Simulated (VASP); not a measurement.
CaO:

```
CELL_PARAMETERS angstrom
2.92924 0.02603 0.02603
0.02603 2.92924 0.02603
0.02603 0.02603 2.92924
ATOMIC_POSITIONS crystal
Ca 0.00000 0.00000 0.00000
O 0.50000 0.50000 0.50000
```

This cell differs from its parent crystal: strain along [111] +2.7%.

Base run:

```yaml
Program: VASP 6.6.1
Functional: PBE
Potentials_or_basis: VASP PAW PBE potentials, release 64 (Ca_sv, O)
Cutoff: 520 eV
k_mesh: 8 × 8 × 8
Occupations: fermi-dirac, width 0.02 eV
Spin: no spin polarisation
```

Its results: band gap on the k mesh 2.78 eV, indirect (least direct gap 3.06 eV); pressure 1.2 GPa.

Problem. The run is repeated on the same cell with these changes: functional from PBE to r2SCAN; occupations from fermi-dirac, width 0.02 eV to gaussian, width 0.01 eV. What comes out?

Solution. Band gap on the k mesh 3.29 eV, indirect (least direct gap 3.58 eV); pressure -2.0 GPa.

Caveats: the PAW data sets were made with another functional, which shifts forces and pressure a little (some runs).

A k mesh can miss the band edges.
